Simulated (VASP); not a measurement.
Write the native input for VASP 6.6.1 that does the following.

```
Task                   : relaxation of cell and atoms
Functional             : PBE
Potentials or basis    : VASP PAW PBE potentials, release 64 (Tm_3, B, F), 4f in core
Cutoff                 : 600 eV
k mesh                 : 8 × 8 × 8
Occupations            : gaussian, width 0.1 eV
Spin                   : no spin polarisation
Dipole correction      : no
Mended                 : yes
Further INCAR settings : ALGO = Normal; EDIFF = 1e-07; IBRION = 2; EDIFFG = -0.01; NSW = 100; ISIF = 3
```

The structure of Tm3BF lies in POSCAR:

```
Tm3BF
1.0
    4.9266334101      0.0000000000      0.0000000000
    0.0000000000      4.9266334101      0.0000000000
    0.0000000000      0.0000000000      4.9266334101
Tm B F
3 1 1
Direct
    0.0000000000      0.5000000000      0.5000000000
    0.5000000000      0.0000000000      0.5000000000
    0.5000000000      0.5000000000      0.0000000000
    0.5000000000      0.5000000000      0.5000000000
    0.0000000000      0.0000000000      0.0000000000
```

The cell was built from a structure type or drawn by symmetry, and may not be a known phase.

One way to write it, as run:

INCAR

```
PREC = Accurate
ENCUT = 600
EDIFF = 1E-7
ISMEAR = 0
SIGMA = 0.1
LREAL = F
LASPH = T
NELM = 200
ALGO = Normal
ISIF = 3
LWAVE = F
LCHARG = F
GGA = PE
IBRION = 2
NSW = 100
EDIFFG = -0.01
GGA_COMPAT = F
NELMIN = 4
LMAXMIX = 6
```

KPOINTS

```
Automatic mesh
0
Gamma
  8 8 8
```

Potentials or basis: VASP PAW PBE potentials, release 64 (Tm_3, B, F), 4f in core.

Command:

```bash
$ cat potpaw_PBE.64/Tm_3/POTCAR potpaw_PBE.64/B/POTCAR potpaw_PBE.64/F/POTCAR > POTCAR
$ mpirun -np 1 vasp_std > vasp.out
```

Results of the run:

```yaml
Relaxed_volume: 24.25 Å³/atom
Relaxed_cell: a = 4.950 Å, b = 4.950 Å, c = 4.950 Å, α = 90.00°, β = 90.00°, γ = 90.00°
Space_group_after_relaxing_to_0.1_Å: Pm-3m (No. 221)
Energy_gained_by_relaxing: 0.8 meV/atom
Ionic_steps: 3
Pressure_after_relaxing: 0.0 GPa
Band_gap_on_the_k_mesh: zero (an odd number of electrons rules out a gap without spin polarisation)
```

Caveat: spin-orbit coupling is left out, which moves the levels of the heavy elements; the 4f electrons are frozen in the core, so they carry no moment and show no levels; an odd number of electrons without spin polarisation forces a metal; a magnetic or distorted state may lie lower; the run has no spin polarisation, though such a crystal can be magnetic.

Run time: 2.6 min on 1 thread of Intel(R) Xeon(R) 6975P-C (Granite Rapids), with other jobs on the host, peak memory 0.33 GiB.
